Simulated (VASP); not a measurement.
# NaZnCl3 in VASP: a series of runs

NaZnCl3 is run at these levels: PBE; tasks: single point, relaxation of cell and atoms.

All numbers are computed with VASP 6.6.1; they aren't measurements. Logs are shortened: lines on timing, memory, paths and dates and some standing lists are left out, and cuts for length are marked.

**1. The cell of the first run**

The cell holds a disordered packing, 15 atoms: a = 7.626 Å, b = 6.794 Å, c = 9.270 Å, α = 97.24°, β = 86.70°, γ = 89.41°.

**2. Single point, PBE**

File INCAR:

```
PREC     = Accurate       # precision mode
ENCUT    = 400            # plane-wave cutoff, eV
EDIFF    = 1E-6           # SCF threshold, eV
ISMEAR   = 0              # smearing method
SIGMA    = 0.1            # smearing width, eV
LREAL    = Auto         
LASPH    = T              # aspherical terms in the spheres
NELM     = 120            # most SCF steps
ALGO     = Normal         # electronic algorithm
ISIF     = 2              # what is computed and relaxed
LWAVE    = F              # write WAVECAR
LCHARG   = T              # write CHGCAR
GGA      = PE             # functional
LELF     = T              # ELF
LVHAR    = T            
ISYM     = -1           
NBANDS   = 73             # bands
GGA_COMPAT= F
```

File KPOINTS:

```
explicit points
1
Reciprocal
  0.25000000   0.25000000   0.25000000 1
```

File POSCAR:

```
NaZnCl3
1.0
    7.6218281802      0.0383331360      0.2400697116
    0.0503837467      6.7782302650     -0.4650905497
    0.2455717053     -0.5373378309      9.2515762825
Na Cl Zn
3 9 3
Direct
    0.6813905105      0.4933753739      0.8419834710
    0.6219112301      0.9734397696      1.0974181046
    0.8004328514      0.5273610021      0.3188104452
    0.1639071872      0.3078113807      0.8709747447
    0.4134979143      0.7824007415     -0.1012488040
    0.6498522098      0.3517109267      0.0941226696
    0.1471923483      0.5985907282      0.2228336652
    0.8675326995      0.3991954969      0.5773879372
    0.5755968720      0.8529012454      0.3687898990
    0.9113161839      0.7935624603      0.9336000377
    0.3697115204      0.4289259735      0.5187716428
    0.1183910726     -0.0630855833      0.5539015932
    0.1645298455      0.6401854374      0.9702112628
    0.1325668951      0.2779347315      0.6237843733
    0.3139700889      0.7209221659      0.4168519504
```

Potentials or basis: VASP PAW PBE potentials, release 64 (Na_pv, Cl, Zn).

Started as:

```sh
> cat potpaw_PBE.64/Na_pv/POTCAR potpaw_PBE.64/Cl/POTCAR potpaw_PBE.64/Zn/POTCAR > POTCAR
> mpirun -np 1 vasp_std > vasp.out
```

OUTCAR:

```text
PREC = Accurate
   ENCUT = 400
   EDIFF = 1E-6
   ISMEAR = 0
   LREAL = Auto
   LASPH = T
   NELM = 120
   ISIF = 2
   GGA = PE
   ISYM = -1

 ion  position               nearest neighbor table
   1  0.681  0.493  0.842-   6 2.64
   2  0.622  0.973  0.097-   6 2.58   5 2.72
   3  0.800  0.527  0.319-   6 2.60   8 2.72
   4  0.164  0.308  0.871-  14 2.30  13 2.33
   5  0.413  0.782  0.899-  13 2.24   2 2.72
   6  0.650  0.352  0.094-   2 2.58   3 2.60   1 2.64
   7  0.147  0.599  0.223-  15 2.33  13 2.39
   8  0.868  0.399  0.577-  14 2.26   3 2.72
   9  0.576  0.853  0.369-  15 2.24
  10  0.911  0.794  0.934-  13 2.25
  11  0.370  0.429  0.519-  14 2.31  15 2.35
  12  0.118  0.937  0.554-  15 2.29  14 2.33
  13  0.165  0.640  0.970-   5 2.24  10 2.25   4 2.33   7 2.39
  14  0.133  0.278  0.624-   8 2.26   4 2.30  11 2.31  12 2.33
  15  0.314  0.721  0.417-   9 2.24  12 2.29   7 2.33  11 2.35

IMPORTANT INFORMATION: All symmetrisations will be switched off!
NOSYMM: (Re-)initialisation of all symmetry stuff for point group C_1.

----------------------------------------------------------------------------------------

                                     Primitive cell

  volume of cell :     475.6265

  direct lattice vectors                    reciprocal lattice vectors
     7.621828180  0.038333136  0.240069712     0.131320279 -0.001220164 -0.003556603
     0.050383747  6.778230265 -0.465090550    -0.001016849  0.148130880  0.008630533
     0.245571705 -0.537337831  9.251576283    -0.003458756  0.007478423  0.108615849

  length of vectors
     7.625704407  6.794354514  9.270420763     0.131374099  0.148385571  0.108927923

  position of ions in fractional coordinates (direct lattice)
     0.681390511  0.493375374  0.841983471
     0.621911230  0.973439770  0.097418105
     0.800432851  0.527361002  0.318810445
     0.163907187  0.307811381  0.870974745
     0.413497914  0.782400741  0.898751196
     0.649852210  0.351710927  0.094122670
     0.147192348  0.598590728  0.222833665
     0.867532700  0.399195497  0.577387937
     0.575596872  0.852901245  0.368789899
     0.911316184  0.793562460  0.933600038
     0.369711520  0.428925974  0.518771643
     0.118391073  0.936914417  0.553901593
     0.164529845  0.640185437  0.970211263
     0.132566895  0.277934731  0.623784373
     0.313970089  0.720922166  0.416851950

  ion indices of the primitive-cell ions
   primitive index   ion index
                 1           1
                 2           2
                 3           3
                 4           4
                 5           5
                 6           6
                 7           7
                 8           8
                 9           9
                10          10
                11          11
                12          12
                13          13
                14          14
                15          15

----------------------------------------------------------------------------------------

 KPOINTS: explicit points

Read explicit list of k-points.

 Found      1 k-points:

 Following reciprocal coordinates:
            Coordinates               Weight
  0.250000  0.250000  0.250000      1.000000
   k-points           NKPTS =      1   k-points in BZ     NKDIM =      1   number of bands    NBANDS=     73
   number of dos      NEDOS =    301   number of ions     NIONS =     15
   total plane-waves  NPLWV = 144000
   dimension x,y,z NGX =    50 NGY =   48 NGZ =   60
   dimension x,y,z NGXF=   100 NGYF=   96 NGZF=  120
   ions per type =               3   9   3
   NGX,Y,Z   is equivalent  to a cutoff of  10.90, 11.74, 10.76 a.u.
   NGXF,Y,Z  is equivalent  to a cutoff of  21.80, 23.49, 21.52 a.u.
 SYSTEM =  unknown system
   PREC   = accura    normal or accurate (medium, high low for compatibility)
   ISTART =      0    job   : 0-new  1-cont  2-samecut
   ICHARG =      2    charge: 1-file 2-atom 10-const
   ISPIN  =      1    spin polarized calculation?
   LNONCOLLINEAR =      F non collinear calculations
   LSORBIT =      F    spin-orbit coupling
   LASPH  =      T    aspherical Exc in radial PAW
   ENCUT  =  400.0 eV  29.40 Ry    5.42 a.u.  12.44 11.08 15.12*2*pi/ulx,y,z
   NELM   =    120;   NELMIN=  2; NELMDL= -5     # of ELM steps
   EDIFF  = 0.1E-05   stopping-criterion for ELM
   LREAL  =      T    real-space projection
   EDIFFG = 0.1E-04   stopping-criterion for IOM
   NSW    =      0    number of steps for IOM
   IBRION =     -1    ionic relax: 0-MD 1-quasi-New 2-CG
   NFREE  =      0    steps in history (QN), initial steepest desc. (CG)
   ISIF   =      2    stress and relaxation
   ISYM   =     -1    0-nonsym 1-usesym 2-fastsym
   POTIM  = 0.5000    time-step for ionic-motion
   TEBEG  =    0.0;   TEEND  =   0.0 temperature during run
   PSTRESS=    0.0 pullay stress
   NELECT =     120.0000    total number of electrons
   NUPDOWN=      -1.0000    fix difference up-down
   EMIN   =  10.00;   EMAX   =-10.00  energy-range for DOS
   EFERMI =   0.00;   METHOD = LEGACY
   ISMEAR =     0;   SIGMA  =   0.10  broadening in eV -4-tet -1-fermi 0-gaus
   EFERMI_NEDOS =   21; number of points for ismear=-14 and -15
   IALGO  =     38    algorithm
   IMIX   =      4    mixing-type and parameters
     AMIX     =   0.40;   BMIX     =  1.00
     AMIX_MAG =   1.60;   BMIX_MAG =  1.00
  volume/ion in A,a.u.               =      31.71       213.98
  Fermi-wavevector in a.u.,A,eV,Ry     =   1.034459  1.954844 14.559665  1.070105
  Thomas-Fermi vector in A             =   2.168755
   LORBIT       =      0    0 simple, 1 ext, 2 COOP (PROOUT), +10 PAW based schemes
   GGA     = PE    functional components
   LHFCALC =     F    Hartree Fock is set to
   AEXX    =    0.0000 exact exchange contribution
   IVDW    =     0    specifies the selected vdW correction
   LEPSILON=     F    determine dielectric tensor
   LRPA    =     F    only Hartree local field effects (RPA)
 non-spin polarized calculation
 Gauss-broadening in eV      SIGMA  =   0.10
  energy-cutoff  :      400.00
  volume of cell :      475.63
 maximum number of plane-waves:      8638
 NGX is ok and might be reduce to    50
   NGX = 25   NGY = 23   NGZ = 31

 number of electron     120.0000038 magnetization

 Free energy of the ion-electron system (eV)
  ---------------------------------------------------
  ext. energy  EPLUGINS =         0.00000000
  ---------------------------------------------------
  free energy    TOTEN  =       -44.52203499 eV

  energy without entropy =      -44.52203499  energy(sigma->0) =      -44.52203499

 E-fermi :  -1.5558     XC(G=0):  -6.8779

 val. band max:       -2.0226811084   @ k =   0.2500   0.2500   0.2500
 cond. band min:       2.4273102034   @ k =   0.2500   0.2500   0.2500
 fundamental gap:      4.4499913118
 Fermi energy:        -1.5557954148

 k-point     1 :       0.2500    0.2500    0.2500
  band No.  band energies     occupation
      1     -23.5499      2.00000
      2     -23.5369      2.00000
      3     -23.5073      2.00000
      4     -23.4772      2.00000
      5     -23.4662      2.00000
      6     -23.4380      2.00000
[... 64 lines left out ...]
     71       5.7949      0.00000
     72       6.0407      0.00000
 [bands above 72 left out]

------------------------ aborting loop because EDIFF is reached ----------------------------------------

  FORCE on cell =-STRESS in cart. coord.  units (eV):
  Direction    XX          YY          ZZ          XY          YZ          ZX
  --------------------------------------------------------------------------------------
  -------------------------------------------------------------------------------------
  Total       -0.2415719     -0.2481428     -0.2220722     -0.0428419     -0.0167904      0.1775601
  in kB       -0.8137498     -0.8358845     -0.7480639     -0.1443155     -0.0565597      0.5981221
  external PRESSURE =      -0.7992327 kB  Pullay stress =       0.0000000 kB

 VOLUME and BASIS-vectors are now :
 -----------------------------------------------------------------------------
  energy-cutoff  :      400.00
  volume of cell :      475.63
      direct lattice vectors                 reciprocal lattice vectors
     7.621828180  0.038333136  0.240069712     0.131320279 -0.001220164 -0.003556603
     0.050383747  6.778230265 -0.465090550    -0.001016849  0.148130880  0.008630533
     0.245571705 -0.537337831  9.251576283    -0.003458756  0.007478423  0.108615849

 POSITION                                       TOTAL-FORCE (eV/Angst)
 -----------------------------------------------------------------------------------
      5.42507      2.91790      7.72379         0.001107      0.008918     -0.005903
      4.81307      6.56969      0.59784         0.002796     -0.013526      0.005164
      6.20562      3.43395      2.89639         0.016794      0.010270      0.026535
      1.47867      1.62469      7.95408         0.025358     -0.024349      0.021136
      3.41174      4.83621      8.05025         0.021912     -0.005177     -0.018740
      4.99390      2.35831      0.86322        -0.014043     -0.015860     -0.020238
      1.20676      3.94329      1.81850        -0.033743     -0.005940     -0.026338
      6.77409      2.42884      5.36435        -0.018058      0.008558     -0.024959
      4.52064      5.60506      3.15339         0.032934      0.028540      0.004036
      7.21514      4.91222      8.48697        -0.025267      0.030100      0.020847
      2.96688      2.64278      4.68872        -0.019680      0.000177      0.019468
      1.08558      6.05753      4.71713        -0.021842     -0.031714      0.018563
      1.52453      3.82430      8.71774        -0.004046      0.003230      0.011344
      1.17759      1.55380      5.67355         0.017712      0.004274     -0.018308
      2.53172      4.67462      3.59662         0.018067      0.002500     -0.012608
 -----------------------------------------------------------------------------------
    total drift:                               -0.004239      0.001520     -0.002075

  FREE ENERGIE OF THE ION-ELECTRON SYSTEM (eV)
  ---------------------------------------------------
  free  energy   TOTEN  =       -44.5220349892 eV

  energy  without entropy=      -44.5220349892  energy(sigma->0) =      -44.52203499
```

Wall time 41 s (1 thread of Intel Xeon 6975P-C (Granite Rapids), shared host); peak memory 0.35 GiB.

What came out:

```
Free energy   : -44.5220 eV
Pressure      : -0.1 GPa
Largest force : 0.044 eV/Å
```

Forces in eV/Å, atoms in the order of the input:
```
Na   0.001  0.009 -0.006
Na   0.003 -0.014  0.005
Na   0.017  0.010  0.027
Cl   0.025 -0.024  0.021
Cl   0.022 -0.005 -0.019
Cl  -0.014 -0.016 -0.020
Cl  -0.034 -0.006 -0.026
Cl  -0.018  0.009 -0.025
Cl   0.033  0.029  0.004
Cl  -0.025  0.030  0.021
Cl  -0.020  0.000  0.019
Cl  -0.022 -0.032  0.019
Zn  -0.004  0.003  0.011
Zn   0.018  0.004 -0.018
Zn   0.018  0.003 -0.013
```

Stress tensor (GPa, compression positive):
```
-0.08 -0.01  0.06
-0.01 -0.08 -0.01
 0.06 -0.01 -0.07
```

Levels at points of the mesh, in eV from the Fermi level:
```
           k point  band 56  band 57  band 58  band 59  band 60  band 61  band 62  band 63  band 64  band 65
(0.25, 0.25, 0.25)    -1.17    -1.07    -0.92    -0.80    -0.47     3.98     4.66     5.17     5.77     6.24
```

**3. Relaxation of cell and atoms, PBE**

This run uses another cell than the first one, of 27.20 Å³/atom.

File INCAR:

```
PREC = Accurate
ENCUT = 500
EDIFF = 1E-7
ISMEAR = 0
SIGMA = 0.1
LREAL = Auto
LASPH = True
NELM = 120
ALGO = Normal
ISIF = 3
LWAVE = False
LCHARG = False
GGA = PE
IBRION = 2
NSW = 90
EDIFFG = -0.04
ISYM = -1
GGA_COMPAT = False
NELMIN = 4
```

KPOINTS is that of step 2.

File POSCAR:

```
NaZnCl3
1.0
    7.3746020000      0.0495700000      0.0246180000
    0.0495700000      7.3079440000      0.1589410000
    0.0246180000      0.1589410000      7.5744090000
Na Cl Zn
3 9 3
Direct
    0.6567038709      0.5658712583      0.8049057261
    0.7564249099      0.9903603039      0.9997243484
    0.6888973901      0.5115613846      0.3518854066
    0.1924144871      0.2620277504      0.9296123388
    0.4244775276      0.7497789240      0.0312019802
    0.6566858120      0.3153459872      0.0762714037
    0.0662051695      0.5910600763      0.2515024953
    0.8235021812      0.2809407594      0.6144723198
    0.6076724498      0.8471756624      0.4281477430
    0.9631728451      0.7638959537      0.8215167754
    0.3165620432      0.5225775376      0.6086151022
    0.1653623607      0.0792002935      0.4031610405
    0.1745705520      0.5666977984      0.9723354701
    0.1274674898      0.2538067426      0.6324323990
    0.3116803406      0.7849314181      0.3824084436
```

Potentials or basis: VASP PAW PBE potentials, release 64 (Na_pv, Cl, Zn).

Started as:

```sh
> cat potpaw_PBE.64/Na_pv/POTCAR potpaw_PBE.64/Cl/POTCAR potpaw_PBE.64/Zn/POTCAR > POTCAR
> mpirun -np 1 vasp_std > vasp.out
```

Wall time 31 min (1 thread of Intel Xeon 6975P-C (Granite Rapids), shared host); peak memory 0.43 GiB.

Results (log left out):

```
Free energy                           : -44.4524 eV
Relaxed volume                        : 31.56 Å³/atom
Relaxed cell                          : a = 7.545 Å, b = 6.849 Å, c = 9.313 Å, α = 98.33°, β = 84.40°, γ = 93.62°
Space group after relaxing (to 0.1 Å) : P1 (No. 1)
Energy gained by relaxing             : 82.3 meV/atom
Ionic steps                           : 72
Pressure after relaxing               : 0.0 GPa
Largest force after relaxing          : 0.036 eV/Å
```

Forces in eV/Å, atoms in the order of the input:
```
Na   0.007  0.006 -0.018
Na  -0.023 -0.013  0.010
Na   0.015  0.003  0.000
Cl  -0.010 -0.003  0.001
Cl  -0.028 -0.019 -0.001
Cl  -0.003 -0.001 -0.006
Cl   0.000  0.001  0.025
Cl  -0.028  0.016  0.002
Cl   0.030  0.006  0.011
Cl   0.006  0.018 -0.001
Cl   0.011 -0.002  0.009
Cl   0.012 -0.020 -0.012
Zn   0.001  0.030 -0.020
Zn   0.013  0.000  0.001
Zn  -0.002 -0.020  0.000
```

Step by step:
```tsv
step	energy change (eV)	largest force (eV/Å)	pressure (GPa)	volume (Å³)
1	0.0000	1.0179	0.46	408.00
3	-0.2279	0.4514	-0.49	417.49
5	-0.3263	0.5322	0.55	409.26
7	-0.4219	0.3461	0.10	418.28
9	-0.4854	0.5119	-0.09	427.60
11	-0.5600	0.3632	-0.02	435.47
13	-0.6383	0.4640	0.11	441.78
15	-0.7040	0.3356	-0.17	449.40
17	-0.7682	0.3817	0.06	450.42
19	-0.8383	0.4158	0.23	453.54
21	-0.8957	0.2842	-0.26	463.52
23	-0.9273	0.2383	0.17	458.79
25	-0.9546	0.2216	0.01	460.14
27	-0.9906	0.2005	-0.12	461.98
29	-1.0092	0.1716	0.11	459.15
31	-1.0228	0.1715	0.01	461.90
33	-1.0420	0.2347	0.03	466.33
35	-1.0619	0.1466	-0.13	471.80
37	-1.0726	0.1274	-0.07	472.21
39	-1.0921	0.1902	0.10	472.29
41	-1.1029	0.4994	-0.10	480.77
43	-1.1401	0.1630	-0.09	478.91
45	-1.1597	0.1678	0.04	477.36
47	-1.1719	0.0898	0.00	477.42
49	-1.1807	0.1051	0.02	477.44
51	-1.1870	0.0862	-0.04	478.54
53	-1.1923	0.0843	0.02	477.47
55	-1.1974	0.0786	0.03	476.98
57	-1.2079	0.0658	0.01	475.66
59	-1.2131	0.0984	0.05	474.48
61	-1.2209	0.1007	0.01	474.35
63	-1.2235	0.1259	-0.01	474.44
65	-1.2281	0.0716	-0.02	474.27
67	-1.2304	0.0980	0.06	473.26
69	-1.2326	0.0741	-0.02	474.20
71	-1.2345	0.0458	-0.02	473.73
72	-1.2352	0.0360	0.00	473.35
```

Final structure:
```cif
data_structure
_symmetry_space_group_name_H-M 'P 1'
_symmetry_Int_Tables_number 1
_cell_length_a 7.5452
_cell_length_b 6.8490
_cell_length_c 9.3133
_cell_angle_alpha 98.334
_cell_angle_beta 84.402
_cell_angle_gamma 93.625
_cell_volume 473.35
loop_
_atom_site_label
_atom_site_type_symbol
_atom_site_fract_x
_atom_site_fract_y
_atom_site_fract_z
_atom_site_occupancy
Na1 Na 0.67610 0.48328 0.85289 1
Na2 Na 0.66173 0.97473 0.09389 1
Na3 Na 0.77299 0.53603 0.34501 1
Cl1 Cl 0.17227 0.30500 0.86311 1
Cl2 Cl 0.43842 0.78175 0.90075 1
Cl3 Cl 0.64925 0.35270 0.10590 1
Cl4 Cl 0.13231 0.59907 0.21969 1
Cl5 Cl 0.85419 0.37570 0.58264 1
Cl6 Cl 0.57767 0.87109 0.36640 1
Cl7 Cl 0.93217 0.78379 0.92423 1
Cl8 Cl 0.35780 0.44519 0.50635 1
Cl9 Cl 0.10472 0.93354 0.55037 1
Zn1 Zn 0.17440 0.63556 0.96903 1
Zn2 Zn 0.12328 0.27538 0.62014 1
Zn3 Zn 0.30449 0.73242 0.40779 1
```

Levels at points of the mesh, in eV from the Fermi level:
| k point | band 57 | band 58 | band 59 | band 60 | band 61 | band 62 | band 63 | band 64 |
| --- | --- | --- | --- | --- | --- | --- | --- | --- |
| (0.25, 0.25, 0.25) | -1.14 | -1.00 | -0.87 | -0.55 | 3.90 | 4.58 | 5.05 | 5.71 |

Caveat: the volume moved by over 15 % at a fixed basis, so the end points are rough.
